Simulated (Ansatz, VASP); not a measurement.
# Zn: VASP beside Ansatz

INCAR

```
SYSTEM = Zn
  ALGO = Normal
  EDIFF = 1E-8
  ENCUT = 520
  GGA = PS
  ISIF = 2
  ISMEAR = -1
  LASPH = .True.
  LCHARG = .False.
  LEFG = .True.
  LREAL = .False.
  LWAVE = .False.
  NBANDS = 19
  NELM = 100
  PREC = Accurate
  SIGMA = 0.03
```

The input KPOINTS:

```
k-points
0
Gamma
  18 18 8
  0 0 0
```

POSCAR

```
Zn
1.0
    2.6196232574      0.0000000000      0.0000000000
   -1.3098116287      2.2686602892      0.0000000000
    0.0000000000      0.0000000000      4.8628414268
Zn
2
Direct
    0.3333333333      0.6666666667      0.2500000000
    0.6666666667      0.3333333333      0.7500000000
```

Input for Ansatz:

```yaml
crystal:
  lattice:
    - [2.6196232574, 0.0, 0.0]
    - [-1.3098116287, 2.2686602892, 0.0]
    - [0.0, 0.0, 4.8628414268]
  atoms:
    - { symbol: Zn, position: [0.3333333333, 0.6666666667, 0.25] }
    - { symbol: Zn, position: [0.6666666667, 0.3333333333, 0.75] }
kpoints:
  mp_grid: { grid: [18, 18, 8] }
scf:
  occupations: { method: fermi_dirac, width: 0.03 }
hamiltonian:
  xc: pbesol
  pseudopotentials: { kind: paw }
output:
  forces: true
  stress: true
  eigenvalues: true
  efg: { contact_densities: true }
```

Change from the starting cell: volume scaled by 0.95, PAW files.

Alike in both runs: task electric field gradients; functional PBEsol; k mesh 18 × 18 × 8; occupations fermi-dirac, width 0.03 eV; no spin polarisation.

```csv
,VASP,Ansatz
version,VASP 6.6.1,Ansatz 0.2.0
potentials or method,"VASP PAW PBE potentials, release 64 (Zn)","PAW with Ansatz's default frozen-core files, scalar-relativistic"
plane-wave cutoff (eV),520,420
valence electrons in the cell,24,24
```

```tsv
	VASP	Ansatz	Ansatz less VASP
pressure (GPa)	-1.2	-1.7	-0.43
traceless stress, the component that is largest in VASP (GPa)	0.48	0.63	+0.153
size of Vzz on the site where it differs most (V/Å²)	38.4	37.7	-0.67
```

VASP's potentials were made for PBE, not for PBEsol.
